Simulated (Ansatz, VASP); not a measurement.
**Al3N: VASP beside Ansatz**

```
Al N
1.0
     5.00908    0.00000    0.00000
     0.00000    4.50310    2.61862
     0.00000   -4.50310    2.61862
Al N
6 2
Direct
  0.76846 0.12948 0.99365
  0.76846 0.49365 0.62948
  0.23154 0.62948 0.49365
  0.23154 0.99365 0.12948
  0.28396 0.28649 0.78649
  0.71604 0.78649 0.28649
  0.63490 0.42903 0.92903
  0.36510 0.92903 0.42903
```

Alike in both runs: task relaxation of cell and atoms; functional PBE; k mesh 8 × 8 × 8; occupations gaussian, width 0.1 eV; no spin polarisation.

|  | VASP | Ansatz |
| --- | --- | --- |
| version | VASP 6.6.1 | Ansatz 0.2.0 |
| potentials or method | VASP PAW PBE potentials, release 64 (Al, N) | scalar-relativistic, plane waves, PAW |
| plane-wave cutoff (eV) | 600 | 420 |
| valence electrons in the cell | 28 | 28 |

```csv
,VASP,Ansatz,Ansatz less VASP
"gap on the k mesh at the Fermi level, each at its own relaxed structure (eV)",none,none,-
relaxed volume (Å³/atom),14.72,14.81,+0.092
relaxed cell length with the largest relative difference (Å),5.041,5.081,+0.0397
```

A gap of «none» marks a metal or a gap that the smearing closes.
